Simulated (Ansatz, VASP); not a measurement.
## BaTlBr3 in VASP and in Ansatz

Contents of POSCAR:

```
BaTlBr3
1.0
    6.3515621957      0.0000000000      0.0000000000
    0.0000000000      6.3515621957      0.0000000000
    0.0000000000      0.0000000000      6.3515621957
Tl Ba Br
1 1 3
Direct
    0.0000000000      0.0000000000      0.0000000000
    0.5000000000      0.5000000000      0.5000000000
    0.5000000000      0.5000000000      0.0000000000
    0.5000000000      0.0000000000      0.5000000000
    0.0000000000      0.5000000000      0.5000000000
```

File INCAR.step1:

```
SYSTEM = BaTlBr3
  PREC = Accurate
  ENCUT = 520
  ISMEAR = 0
  SIGMA = 0.01
  LREAL = .FALSE.
  LASPH = .TRUE.
  NELM = 100
  NBANDS = 30
  GGA = PE
  ALGO = Normal
  EDIFF = 1E-4
  LWAVE = .TRUE.
  LCHARG = .FALSE.
```

File INCAR.step2:

```
SYSTEM = BaTlBr3
  PREC = Accurate
  ENCUT = 520
  EDIFF = 1E-6
  ISMEAR = 0
  SIGMA = 0.01
  LREAL = .FALSE.
  LASPH = .TRUE.
  NELM = 100
  ALGO = Normal
  ISIF = 2
  LWAVE = .FALSE.
  LCHARG = .FALSE.
  METAGGA = R2SCAN
  LMIXTAU = .TRUE.
  NBANDS = 30
  ISTART = 1
```

KPOINTS

```
Automatic mesh
0
G
  4 4 4
  0 0 0
```

Input for Ansatz:

```yaml
crystal:
  lattice:
    - [6.3515621957, 0.0, 0.0]
    - [0.0, 6.3515621957, 0.0]
    - [0.0, 0.0, 6.3515621957]
  atoms:
    - { symbol: Tl, position: [0.0, 0.0, 0.0] }
    - { symbol: Ba, position: [0.5, 0.5, 0.5] }
    - { symbol: Br, position: [0.5, 0.5, 0.0] }
    - { symbol: Br, position: [0.5, 0.0, 0.5] }
    - { symbol: Br, position: [0.0, 0.5, 0.5] }
kpoints:
  mp_grid: { grid: [4, 4, 4] }
hamiltonian:
  xc: r2scan
scf:
  occupations: { method: fixed }
  n_extra_bands: 5
output:
  forces: true
  stress: true
  eigenvalues: true
```

Alike in both runs: task single point; functional r2SCAN; k mesh 4 × 4 × 4; no spin polarisation.

|  | VASP | Ansatz |
| --- | --- | --- |
| version | VASP 6.6.1 | Ansatz 0.2.0 |
| potentials or method | VASP PAW PBE potentials, release 64 (Tl_d, Ba_sv, Br) | plane waves, PAW |
| plane-wave cutoff (eV) | 520 | 500 |
| occupations | gaussian, width 0.01 eV | fixed |
| valence electrons in the cell | 44 | 44 |

```csv
,VASP,Ansatz,Ansatz less VASP
gap on the k mesh at the Fermi level (eV),3.37,3.38,+0.004
pressure (GPa),-0.7,-0.8,-0.17
```

VASP's potentials were made for PBE, not for r2SCAN.

Spin-orbit coupling is off throughout.
